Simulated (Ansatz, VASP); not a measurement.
**Sb: VASP beside Ansatz**

The input POSCAR:

```
Sb
1.0
    2.1542000000      1.2437279499      3.7580000000
   -2.1542000000      1.2437279499      3.7580000000
    0.0000000000     -2.4874558998      3.7580000000
Sb
2
Direct
    0.7665100000      0.7665100000      0.7665100000
    0.2334900000      0.2334900000      0.2334900000
```

The input INCAR.step1:

```
ALGO = Normal
EDIFF = 1E-5
ENCUT = 520
GGA = PE
ISIF = 2
ISMEAR = -1
LASPH = T
LCHARG = F
LREAL = F
LWAVE = T
NBANDS = 12
NELM = 100
PREC = Accurate
SIGMA = 0.05
```

The input INCAR.step2:

```
AEXX = 0.15
ALGO = Normal
EDIFF = 1E-6
ENCUT = 520
GGA = PE
HFSCREEN = 0.2
ISIF = 2
ISMEAR = -1
ISTART = 1
LASPH = T
LCHARG = F
LHFCALC = T
LREAL = F
LWAVE = F
NBANDS = 12
NELM = 100
PREC = Accurate
PRECFOCK = Normal
SIGMA = 0.05
```

KPOINTS

```
k-points
0
Gamma
  4 4 4
```

File input.yaml:

```yaml
crystal:
  lattice:
    - [2.1542, 1.2437279499, 3.758]
    - [-2.1542, 1.2437279499, 3.758]
    - [0.0, -2.4874558998, 3.758]
  atoms:
    - { symbol: Sb, position: [0.76651, 0.76651, 0.76651] }
    - { symbol: Sb, position: [0.23349, 0.23349, 0.23349] }
kpoints:
  mp_grid: { grid: [4, 4, 4] }
scf:
  occupations: { method: fermi_dirac, width: 0.05 }
hamiltonian:
  xc: { preset: hse06, exx: { coeff: 0.15, omega: 0.2 } }
  pseudopotentials: { kind: all_electron, datasets: crystal }
output:
  forces: true
  stress: true
```

Alike in both runs: task single point; functional PBE-based screened hybrid; k mesh 4 × 4 × 4; occupations fermi-dirac, width 0.05 eV; no spin polarisation.

```csv
,VASP,Ansatz
version,VASP 6.6.1,Ansatz 0.2.0
potentials or method,"VASP PAW PBE potentials, release 64 (Sb), cutoff 520 eV",all-electron PAW datasets made for the crystal
```

|  | VASP | Ansatz | Ansatz less VASP |
| --- | --- | --- | --- |
| gap on the k mesh at the Fermi level (eV) | 0.27 | 0.28 | +0.006 |
| least direct gap on the mesh (eV) | 0.27 | 0.30 | +0.026 |
| pressure (GPa) | 1.1 | 1.5 | +0.43 |
| traceless stress, the component that is largest in VASP (GPa) | -0.61 | -0.64 | -0.026 |
| rms of the force components (eV/Å) | 0.137 | 0.125 | -0.0115 |

VASP's potentials were made for PBE, not for PBE-based screened hybrid. Atom by atom the forces differ by 0.011 eV/Å (rms over components). Ansatz ran all-electron here, and VASP with PAW potentials.

The k mesh is coarse, so the values compare programs but aren't converged. Neither program's run includes spin-orbit coupling. Noted on Ansatz's run: the program warned that the printed levels may be off, so bands, gaps and densities of states are rough.
